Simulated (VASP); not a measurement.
# Sb (P6_3/mmc) in VASP: further runs

The runs below take Sb through single point, with PBE.

Program: VASP 6.6.1. These are calculated values, not measurements. Logs are shortened: lines on timing, memory, paths and dates and some standing lists are left out, and cuts for length are marked.

### 1 The cell of the first run

It takes space group P6_3/mmc (No. 194, hexagonal). The conventional cell has a = 3.321 Å, b = 3.321 Å, c = 5.137 Å, α = 90.00°, β = 90.00°, γ = 120.00°. Sb (site symmetry -6m2) has 12 Sb at 3.21 to 3.32 Å within 4.2 Å.

### 2 Single point, PBE

File INCAR:

```
PREC = Accurate
ENCUT = 520
EDIFF = 1E-7
ISMEAR = -1
SIGMA = 0.1
LREAL = F
LASPH = T
NELM = 80
ALGO = Normal
ISIF = 2
LWAVE = F
LCHARG = F
GGA = PE
NBANDS = 12
```

File KPOINTS:

```
regular mesh
0
Gamma
  13 13 7
```

File POSCAR:

```
Sb
1.0
    3.3210683133      0.0000000000      0.0000000000
   -1.6605341567      2.8761295270      0.0000000000
    0.0000000000      0.0000000000      5.1368977570
Sb
2
Direct
    0.3333333333      0.6666666667      0.2500000000
    0.6666666667      0.3333333333      0.7500000000
```

Potentials or basis: VASP PAW PBE potentials, release 64 (Sb).

Launch:

```sh
$ cat potpaw_PBE.64/Sb/POTCAR > POTCAR
$ mpirun -np 1 vasp_std > vasp.out
```

OUTCAR:

```text
PREC = Accurate
   ENCUT = 520
   EDIFF = 1E-7
   ISMEAR = -1
   LREAL = F
   LASPH = T
   NELM = 80
   ISIF = 2
   GGA = PE

 ion  position               nearest neighbor table
   1  0.333  0.667  0.250-   2 3.21   2 3.21   2 3.21   2 3.21   2 3.21   2 3.21
   2  0.667  0.333  0.750-   1 3.21   1 3.21   1 3.21   1 3.21   1 3.21   1 3.21

  LATTYP: Found a hexagonal cell.
 ALAT       =     3.3210683133
 C/A-ratio  =     1.5467606422

  Lattice vectors:

 A1 = (   3.3210683133,   0.0000000000,   0.0000000000)
 A2 = (  -1.6605341567,   2.8761295270,   0.0000000000)
 A3 = (   0.0000000000,   0.0000000000,   5.1368977570)

Analysis of symmetry for initial positions (statically):
=====================================================================
 Subroutine PRICEL returns:
 Original cell was already a primitive cell.

 Routine SETGRP: Setting up the symmetry group for a
 hexagonal supercell.

 Subroutine GETGRP returns: Found 24 space group operations
 (whereof 12 operations were pure point group operations)
 out of a pool of 24 trial point group operations.

The static configuration has the point symmetry D_3d.
 The point group associated with its full space group is D_6h.

Analysis of symmetry for dynamics (positions and initial velocities):
=====================================================================
 Subroutine PRICEL returns:
 Original cell was already a primitive cell.

 Routine SETGRP: Setting up the symmetry group for a
 hexagonal supercell.

 Subroutine GETGRP returns: Found 24 space group operations
 (whereof 12 operations were pure point group operations)
 out of a pool of 24 trial point group operations.

The dynamic configuration has the point symmetry D_3d.
 The point group associated with its full space group is D_6h.

 Subroutine INISYM returns: Found 24 space group operations
 (whereof 12 operations are pure point group operations),
 and found     1 'primitive' translations

----------------------------------------------------------------------------------------

                                     Primitive cell

  volume of cell :      49.0667

  direct lattice vectors                    reciprocal lattice vectors
     3.321068313  0.000000000  0.000000000     0.301107928  0.173844744  0.000000000
    -1.660534157  2.876129527  0.000000000     0.000000000  0.347689487  0.000000000
     0.000000000  0.000000000  5.136897757     0.000000000  0.000000000  0.194670022

  length of vectors
     3.321068313  3.321068313  5.136897757     0.347689487  0.347689487  0.194670022

  position of ions in fractional coordinates (direct lattice)
     0.333333333  0.666666667  0.250000000
     0.666666667  0.333333333  0.750000000

  ion indices of the primitive-cell ions
   primitive index   ion index
                 1           1
                 2           2

----------------------------------------------------------------------------------------

 KPOINTS: regular mesh

Automatic generation of k-mesh.
 Grid dimensions read from file:
 generate k-points for:   13   13    7

 Generating k-lattice:

  Cartesian coordinates                     Fractional coordinates (reciprocal lattice)
     0.023162148  0.013372673  0.000000000     0.076923077  0.000000000  0.000000000
     0.000000000  0.026745345  0.000000000     0.000000000  0.076923077  0.000000000
     0.000000000  0.000000000  0.027810003     0.000000000  0.000000000  0.142857143

  Length of vectors
     0.026745345  0.026745345  0.027810003

  Shift w.r.t. Gamma in fractional coordinates (k-lattice)
     0.000000000  0.000000000  0.000000000

 Subroutine IBZKPT returns following result:
 ===========================================

 Found     84 irreducible k-points:

 Following reciprocal coordinates:
            Coordinates               Weight
  0.000000  0.000000  0.000000      1.000000
  0.076923  0.000000  0.000000      6.000000
  0.153846  0.000000  0.000000      6.000000
  0.230769  0.000000  0.000000      6.000000
  0.307692  0.000000  0.000000      6.000000
  0.384615  0.000000  0.000000      6.000000
[... 16 lines left out ...]
  0.076923  0.000000  0.142857     12.000000
  0.153846  0.000000  0.142857     12.000000
 [... further k-points ...]
   k-points           NKPTS =     84   k-points in BZ     NKDIM =     84   number of bands    NBANDS=     12
   number of dos      NEDOS =    301   number of ions     NIONS =      2
   total plane-waves  NPLWV =  31360
   dimension x,y,z NGX =    28 NGY =   28 NGZ =   40
   dimension x,y,z NGXF=    56 NGYF=   56 NGZF=   80
   ions per type =               2
   NGX,Y,Z   is equivalent  to a cutoff of  14.02, 14.02, 12.95 a.u.
   NGXF,Y,Z  is equivalent  to a cutoff of  28.03, 28.03, 25.89 a.u.
 SYSTEM =  unknown system
   PREC   = accura    normal or accurate (medium, high low for compatibility)
   ISTART =      0    job   : 0-new  1-cont  2-samecut
   ICHARG =      2    charge: 1-file 2-atom 10-const
   ISPIN  =      1    spin polarized calculation?
   LNONCOLLINEAR =      F non collinear calculations
   LSORBIT =      F    spin-orbit coupling
   LASPH  =      T    aspherical Exc in radial PAW
   ENCUT  =  520.0 eV  38.22 Ry    6.18 a.u.   6.17  6.17  9.55*2*pi/ulx,y,z
   NELM   =     80;   NELMIN=  2; NELMDL= -5     # of ELM steps
   EDIFF  = 0.1E-06   stopping-criterion for ELM
   LREAL  =      F    real-space projection
   EDIFFG = 0.1E-05   stopping-criterion for IOM
   NSW    =      0    number of steps for IOM
   IBRION =     -1    ionic relax: 0-MD 1-quasi-New 2-CG
   NFREE  =      0    steps in history (QN), initial steepest desc. (CG)
   ISIF   =      2    stress and relaxation
   ISYM   =      2    0-nonsym 1-usesym 2-fastsym
   POTIM  = 0.5000    time-step for ionic-motion
   TEBEG  =    0.0;   TEEND  =   0.0 temperature during run
   PSTRESS=    0.0 pullay stress
   NELECT =      10.0000    total number of electrons
   NUPDOWN=      -1.0000    fix difference up-down
   EMIN   =  10.00;   EMAX   =-10.00  energy-range for DOS
   EFERMI =   0.00;   METHOD = LEGACY
   ISMEAR =    -1;   SIGMA  =   0.10  broadening in eV -4-tet -1-fermi 0-gaus
   EFERMI_NEDOS =   21; number of points for ismear=-14 and -15
   IALGO  =     38    algorithm
   IMIX   =      4    mixing-type and parameters
     AMIX     =   0.40;   BMIX     =  1.00
     AMIX_MAG =   1.60;   BMIX_MAG =  1.00
  volume/ion in A,a.u.               =      24.53       165.56
  Fermi-wavevector in a.u.,A,eV,Ry     =   0.963413  1.820586 12.628443  0.928164
  Thomas-Fermi vector in A             =   2.092956
   LORBIT       =      0    0 simple, 1 ext, 2 COOP (PROOUT), +10 PAW based schemes
   GGA     = PE    functional components
   LHFCALC =     F    Hartree Fock is set to
   AEXX    =    0.0000 exact exchange contribution
   IVDW    =     0    specifies the selected vdW correction
   LEPSILON=     F    determine dielectric tensor
   LRPA    =     F    only Hartree local field effects (RPA)
 non-spin polarized calculation
  energy-cutoff  :      520.00
  volume of cell :       49.07
 maximum number of plane-waves:      1345
 NGX is ok and might be reduce to    28
   NGX = 13   NGY = 13   NGZ = 19

 number of electron      10.0000000 magnetization

 number of electron       9.9999999 magnetization

 Free energy of the ion-electron system (eV)
  ---------------------------------------------------
  ext. energy  EPLUGINS =         0.00000000
  ---------------------------------------------------
  free energy    TOTEN  =        -7.61531772 eV

  energy without entropy =       -7.57640499  energy(sigma->0) =       -7.59586135

 E-fermi :   9.8110     XC(G=0): -10.6426

 val. band max:        9.7907634678   @ k =   0.4615   0.0000   0.2857
 cond. band min:       9.8619501981   @ k =   0.3846   0.0769   0.4286
 fundamental gap:      0.0711867303
 Fermi energy:         9.8109588331

 k-point     1 :       0.0000    0.0000    0.0000
  band No.  band energies     occupation
      1      -3.9126      2.00000
      2       0.9809      2.00000
      3       3.4732      2.00000
      4      13.1460      0.00000
      5      13.1460      0.00000
      6      15.1794      0.00000
      7      15.1794      0.00000
      8      16.7756      0.00000
      9      17.2041      0.00000
     10      18.5449      0.00000
     11      19.9087      0.00000
     12      19.9087      0.00000

 k-point     2 :       0.0769    0.0000    0.0000
  band No.  band energies     occupation
      1      -3.8038      2.00000
      2       1.0742      2.00000
      3       3.5874      2.00000
      4      12.0192      0.00000
      5      12.7070      0.00000
      6      14.6473      0.00000
      7      15.3909      0.00000
      8      16.4755      0.00000
      9      17.7320      0.00000
     10      18.3919      0.00000
     11      19.8138      0.00000
     12      20.3189      0.00000

 k-point     3 :       0.1538    0.0000    0.0000
  band No.  band energies     occupation
      1      -3.4781      2.00000
      2       1.3477      2.00000
      3       3.9275      2.00000
      4       9.9955      0.27293
      5      11.8867      0.00000
      6      13.3927      0.00000
      7      15.4308      0.00000
      8      15.5179      0.00000
      9      16.6103      0.00000
     10      19.4591      0.00000
     11      19.5243      0.00000
     12      20.1967      0.00000

 k-point     4 :       0.2308    0.0000    0.0000
  band No.  band energies     occupation
      1      -2.9389      2.00000
      2       1.7718      2.00000
      3       4.4854      2.00000
      4       7.9509      2.00000
      5      11.0884      0.00001
      6      11.8136      0.00000
      7      14.0634      0.00000
      8      15.0631      0.00000
      9      15.4271      0.00000
     10      18.7398      0.00000
     11      19.6804      0.00000
     12      19.7969      0.00000

 k-point     5 :       0.3077    0.0000    0.0000
  band No.  band energies     occupation
      1      -2.1954      2.00000
      2       2.2326      2.00000
      3       5.2425      2.00000
      4       6.1934      2.00000
      5      10.1193      0.08757
      6      10.4371      0.00381
      7      12.4502      0.00000
      8      14.5827      0.00000
      9      14.6168      0.00000
     10      18.1294      0.00000
     11      19.3398      0.00000
     12      19.3400      0.00000
[... 228 lines left out ...]
      1       0.7842      2.00000
      2       1.6696      2.00000
      3       4.8663      2.00000
      4       7.2864      2.00000
      5       8.2544      2.00000
      6       8.2784      2.00000
      7       9.2872      1.98943
      8       9.3173      1.98575
      9      13.3784      0.00000
     10      20.9718      0.00000
     11      21.2532      0.00000
     12      23.2901      0.00000

 k-point    22 :       0.0000    0.0000    0.1429
  band No.  band energies     occupation
      1      -3.7925      2.00000
      2       0.2181      2.00000
      3       4.4738      2.00000
      4      13.2428      0.00000
      5      13.2428      0.00000
      6      15.1005      0.00000
      7      15.1005      0.00000
      8      15.6669      0.00000
      9      17.2860      0.00000
     10      18.7554      0.00000
     11      19.5054      0.00000
     12      19.5054      0.00000

 k-point    23 :       0.0769    0.0000    0.1429
  band No.  band energies     occupation
      1      -3.6838      2.00000
      2       0.3184      2.00000
      3       4.5783      2.00000
      4      12.1268      0.00000
      5      12.8123      0.00000
      6      14.4872      0.00000
      7      15.2325      0.00000
      8      15.5362      0.00000
      9      17.6789      0.00000
     10      18.4448      0.00000
     11      19.4722      0.00000
     12      19.7182      0.00000

 k-point    24 :       0.1538    0.0000    0.1429
  band No.  band energies     occupation
      1      -3.3583      2.00000
      2       0.6146      2.00000
      3       4.8840      2.00000
      4      10.1200      0.08700
      5      12.0029      0.00000
      6      13.0473      0.00000
      7      15.0100      0.00000
      8      15.1231      0.00000
      9      16.7444      0.00000
     10      19.0436      0.00000
     11      19.1813      0.00000
     12      19.9292      0.00000

 [... further k-points ...]
[... 5 lines left out ...]
  --------------------------------------------------------------------------------------
  -------------------------------------------------------------------------------------
  Total        2.5330069      2.5330069      2.5334391     -0.0000000      0.0000000      0.0000000
  in kB       82.7103350     82.7103350     82.7244489     -0.0000000      0.0000000      0.0000000
  external PRESSURE =      82.7150396 kB  Pullay stress =       0.0000000 kB

 VOLUME and BASIS-vectors are now :
 -----------------------------------------------------------------------------
  energy-cutoff  :      520.00
  volume of cell :       49.07
      direct lattice vectors                 reciprocal lattice vectors
     3.321068313  0.000000000  0.000000000     0.301107928  0.173844744  0.000000000
    -1.660534157  2.876129527  0.000000000     0.000000000  0.347689487  0.000000000
     0.000000000  0.000000000  5.136897757     0.000000000  0.000000000  0.194670022

 POSITION                                       TOTAL-FORCE (eV/Angst)
 -----------------------------------------------------------------------------------
     -0.00000      1.91742      1.28422        -0.000000      0.000000      0.000000
      1.66053      0.95871      3.85267         0.000000     -0.000000      0.000000
 -----------------------------------------------------------------------------------
    total drift:                               -0.000000      0.000000      0.000000

  FREE ENERGIE OF THE ION-ELECTRON SYSTEM (eV)
  ---------------------------------------------------
  free  energy   TOTEN  =        -7.6153177200 eV

  energy  without entropy=       -7.5764049863  energy(sigma->0) =       -7.59586135
```

It took 34 s on 1 thread of Intel Xeon 6975P-C, shared host; peak memory 0.2 GiB.

What came out:

| Item | Value |
| --- | --- |
| Free energy | -7.6153 eV |
| Pressure | 8.3 GPa |
| Band gap on the k mesh | zero (band 5 reaches 13.94 eV, above the bottom of band 6 at 6.83 eV) |

Caveat: spin-orbit coupling is left out, which moves the levels of the heavy elements.

### 3 Single point, PBE

File INCAR:

```
SYSTEM = Sb
  PREC = Accurate
  ENCUT = 520
  EDIFF = 1E-7
  ISMEAR = -1
  SIGMA = 0.1
  LREAL = .False.
  LASPH = .True.
  NELM = 80
  ALGO = Normal
  ISIF = 2
  LWAVE = .False.
  LCHARG = .True.
  GGA = PE
  LELF = .True.
  LVHAR = .True.
  NBANDS = 12
```

File KPOINTS:

```
Automatic mesh
0
Gamma
  13 13 7
  0 0 0
```

POSCAR is that of step 2.

Potentials or basis: VASP PAW PBE potentials, release 64 (Sb).

Launch:

```sh
$ cat potpaw_PBE.64/Sb/POTCAR > POTCAR
$ mpirun -np 1 vasp_std > vasp.out
```

Wall time 37 s (1 thread of Intel Xeon 6975P-C, shared host); peak memory 0.2 GiB.

It converged, with:

* Free energy: -7.6153 eV
* Pressure: 8.3 GPa
* Band gap on the k mesh: zero (band 5 reaches 13.94 eV, above the bottom of band 6 at 6.83 eV)

Levels at points of the mesh, in eV from the Fermi level:
```csv
k point,band 1,band 2,band 3,band 4,band 5,band 6,band 7,band 8,band 9,band 10
"(0.00, 0.00, 0.00)",-13.72,-8.83,-6.34,3.34,3.34,5.37,5.37,6.96,7.39,8.73
```

Caveat: spin-orbit coupling is left out, which moves the levels of the heavy elements.
